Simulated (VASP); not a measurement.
**Sc: single point with PBEsol**

The system is Sc.

```
Sc
1.0
     3.24733    0.00000    0.00000
    -1.62367    2.81227    0.00000
     0.00000    0.00000   10.37322
Sc
4
Cartesian
  0.0000 0.0000 0.0000
  0.0000 0.0000 5.1866
  0.0000 1.8748 2.5933
  1.6237 0.9374 7.7799
```

```yaml
Program: VASP 6.6.1
Task: single point
Functional: PBEsol
Potentials_or_basis: VASP PAW PBE potentials, release 64 (Sc_sv)
Cutoff: 520 eV
k_mesh: 15 × 15 × 4
Occupations: fermi-dirac, width 0.1 eV
Spin: no spin polarisation
```

```
Pressure               : 0.0 GPa
Band gap on the k mesh : zero (bands 22 and 23 overlap by 1.24 eV)
```

Levels at points of the mesh, in eV from the Fermi level:
| k point | band 18 | band 19 | band 20 | band 21 | band 22 | band 23 | band 24 | band 25 | band 26 | band 27 |
| --- | --- | --- | --- | --- | --- | --- | --- | --- | --- | --- |
| (0.00, 0.00, 0.00) | -3.71 | -3.70 | -1.76 | 0.50 | 0.84 | 0.89 | 1.50 | 1.50 | 1.54 | 1.54 |
| (0.00, 0.00, 0.50) | -4.83 | -2.36 | -2.36 | 0.47 | 0.47 | 1.47 | 1.47 | 1.61 | 1.61 | 1.61 |

Run time: 2.3 min on 1 thread of AMD EPYC 7R13 Processor (Zen 3) (shared host), peak memory 0.28 GiB.

Caveat: the PAW data sets were made with another functional, which shifts forces and pressure a little.
